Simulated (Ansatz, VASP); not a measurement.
## GaB2As3: VASP beside Ansatz

```
B As Ga
1.0
    -1.77994    5.37164    2.56367
     1.77994   -5.37164    2.56367
     1.77994    5.37164   -2.56367
B As Ga
2 3 1
Direct
  0.67312 0.00210 0.67102
  0.33107 0.00210 0.32898
  0.45771 0.27372 0.18399
  0.08973 0.27372 0.81601
  0.69689 0.19689 0.50000
  0.00148 0.00148 0.00000
```

Alike in both runs: task single point; functional r2SCAN; k mesh 8 × 8 × 8; no spin polarisation.

|  | VASP | Ansatz |
| --- | --- | --- |
| version | VASP 6.6.1 | Ansatz 0.2.0 |
| potentials or method | VASP PAW PBE potentials, release 64 (B, As, Ga_d) | plane waves, PAW |
| plane-wave cutoff (eV) | 520 | 500 |
| occupations | gaussian, width 0.01 eV | fixed |
| valence electrons in the cell | 34 | 64 |

Ansatz gave:

```
gap on the k mesh at the Fermi level (eV) : 0.80
pressure (GPa)                            : 0.0
rms of the force components (eV/Å)        : 0.001
```

Problem. What did VASP give for the same quantities?

Solution. gap on the k mesh at the Fermi level (eV): 0.80; pressure (GPa): 0.2; rms of the force components (eV/Å): 0.003.

VASP's potentials were made for PBE, not for r2SCAN. VASP's potentials hold 34 valence electrons a cell and Ansatz's 64, so a difference there can come from the potentials and not from the codes.
